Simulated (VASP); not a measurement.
Runs of VASP 6.6.1 on SrO. The structure is that of space group Fm-3m (No. 225), or close to it. The cells are those of the table. 

| cell | gap on the mesh (eV) | pressure (GPa) |
| --- | --- | --- |
| a = 3.634, b = 3.634, c = 3.598 Å, angles 60.3, 60.3, 60.7°, 2 atoms | (a) | 3.5 |
| a = 3.634, b = 3.634, c = 3.643 Å, angles 59.9, 59.9, 59.8°, 2 atoms | 3.26 | 3.5 |
| a = 3.634, b = 3.634, c = 3.648 Å, angles 59.9, 59.9, 59.8°, 2 atoms | 3.26 | 3.5 |
| a = 3.634, b = 3.634, c = 3.657 Å, angles 59.8, 59.8, 59.6°, 2 atoms | 3.25 | 3.5 |
| a = 3.634, b = 3.634, c = 3.639 Å, angles 60.0°, 2 atoms | 3.26 | 3.5 |

Alike in all rows: task single point; level PBE; potentials or basis VASP PAW PBE potentials, release 64 (Sr_sv, O); no spin polarisation; k mesh 8 × 8 × 8; cutoff (eV) 520; smearing gaussian 0.05 eV.

**Question.** Estimate the missing entries.

**Answer.** (a) 3.24.

A k mesh can miss the band edges, and the runs leave out spin-orbit coupling on Sr.
